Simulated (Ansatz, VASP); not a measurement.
## SiSbSe in VASP and in Ansatz

File INCAR:

```
SYSTEM = SiSbSe
  ALGO = Normal
  EDIFF = 1E-6
  EDIFFG = -0.08
  ENCUT = 600
  GGA = PE
  IBRION = 2
  ISIF = 3
  ISMEAR = 0
  LASPH = .TRUE.
  LCHARG = .FALSE.
  LREAL = .FALSE.
  LWAVE = .FALSE.
  NELM = 100
  NSW = 36
  PREC = Accurate
  SIGMA = 0.2
```

File KPOINTS:

```
k-points
0
G
  4 4 2
  0 0 0
```

Contents of POSCAR:

```
SiSbSe
1.0
    4.5996018000      0.0000000000      0.0000000000
   -2.2998009000      3.9833720100      0.0000000000
    0.0000000000      0.0000000000      7.6993727300
Si Sb Se
2 2 2
Direct
    0.6666666700      0.3333333300      0.9574978400
    0.3333333300      0.6666666700      0.4574978400
    0.6666666700      0.3333333300      0.5332658900
    0.3333333300      0.6666666700      0.0332658900
    0.0000000000      0.0000000000      0.7492352700
    0.0000000000      0.0000000000      0.2492352700
```

Input for Ansatz:

```yaml
crystal:
  lattice:
    - [4.5996018, 0.0, 0.0]
    - [-2.2998009, 3.98337201, 0.0]
    - [0.0, 0.0, 7.69937273]
  atoms:
    - { symbol: Si, position: [0.66666667, 0.33333333, 0.95749784] }
    - { symbol: Si, position: [0.33333333, 0.66666667, 0.45749784] }
    - { symbol: Sb, position: [0.66666667, 0.33333333, 0.53326589] }
    - { symbol: Sb, position: [0.33333333, 0.66666667, 0.03326589] }
    - { symbol: Se, position: [0.0, 0.0, 0.74923527] }
    - { symbol: Se, position: [0.0, 0.0, 0.24923527] }
basis:
  ecutwfc: 420
kpoints:
  mp_grid: { grid: [4, 4, 2] }
hamiltonian:
  xc: pbe
scf:
  occupations: { method: gaussian, width: 0.2 }
  lower_state_search: "off"
output:
  forces: true
  stress: true
  eigenvalues: true
relax:
  adjacent_minimum: "off"
  f_tol: 0.08
  max_steps: 16
  cell: { stress_tol: 0.8 }
```

Change from the starting cell: species swapped into the TbGeAu type (P6_3mc, No. 186).

Alike in both runs: task relaxation of cell and atoms; functional PBE; k mesh 4 × 4 × 2; occupations gaussian, width 0.2 eV; no spin polarisation.

```csv
,VASP,Ansatz
version,VASP 6.6.1,Ansatz 0.2.0
potentials or method,"VASP PAW PBE potentials, release 64 (Si, Sb, Se), cutoff 600 eV","scalar-relativistic, plane waves, PAW"
valence electrons in the cell,30,70
```

```tsv
	VASP	Ansatz	Ansatz less VASP
gap on the k mesh at the Fermi level, each at its own relaxed structure (eV)	none	none	-
relaxed volume (Å³/atom)	23.02	23.06	+0.039
relaxed cell length with the largest relative difference (Å)	7.740	7.750	+0.0100
```

A gap of «none» marks a metal or a gap that the smearing closes. VASP's potentials hold 30 valence electrons a cell and Ansatz's 70, so a difference there can come from the potentials and not from the codes.

The k mesh is coarse, so the values compare programs but aren't converged. Spin-orbit coupling is off throughout.
